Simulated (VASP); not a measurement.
Set up this calculation in VASP 6.6.1, as the native input.

| Item | Value |
| --- | --- |
| Task | single point |
| Functional | PBEsol |
| Potentials or basis | VASP PAW PBE potentials, release 64 (Bi_d, Te) |
| Cutoff | 520 eV |
| k mesh | 12 × 12 × 12 |
| Occupations | gaussian, width 0.1 eV |
| Spin | no spin polarisation |
| Dipole correction | no |
| Further INCAR settings | ALGO = Normal; EDIFF = 1e-07; NBANDS = 18 |

The structure of BiTe lies in POSCAR:

```
BiTe
1.0
    2.3970288578      1.3839252563      3.1049947458
   -2.3970288578      1.3839252563      3.1049947458
    0.0000000000     -2.7678505126      3.1049947458
Bi Te
1 1
Direct
    0.5000000000      0.5000000000      0.5000000000
    0.0000000000      0.0000000000      0.0000000000
```

This cell differs from its parent crystal: volume scaled by 0.97, then relaxed in part.

These files were run (other wordings do the same):

INCAR

```
  ALGO = Normal
  EDIFF = 1E-7
  ENCUT = 520
  GGA = PS
  ISIF = 2
  ISMEAR = 0
  LASPH = T
  LCHARG = F
  LREAL = F
  LWAVE = F
  NBANDS = 18
  NELM = 100
  PREC = Accurate
  SIGMA = 0.1
```

KPOINTS

```
k-points
0
Gamma
  12 12 12
```

Potentials or basis: VASP PAW PBE potentials, release 64 (Bi_d, Te).

Launch:

```bash
$ cat potpaw_PBE.64/Bi_d/POTCAR potpaw_PBE.64/Te/POTCAR > POTCAR
$ mpirun -np 1 vasp_std > vasp.out
```

Results of the run:

| Item | Value |
| --- | --- |
| Pressure | 1.4 GPa |

Caveat: the PAW data sets were made with another functional, which shifts forces and pressure a little.

It took 77 s on 1 thread of AMD EPYC 9R45 96-Core Processor (Zen 5) (shared host), peak memory 0.3 GiB.
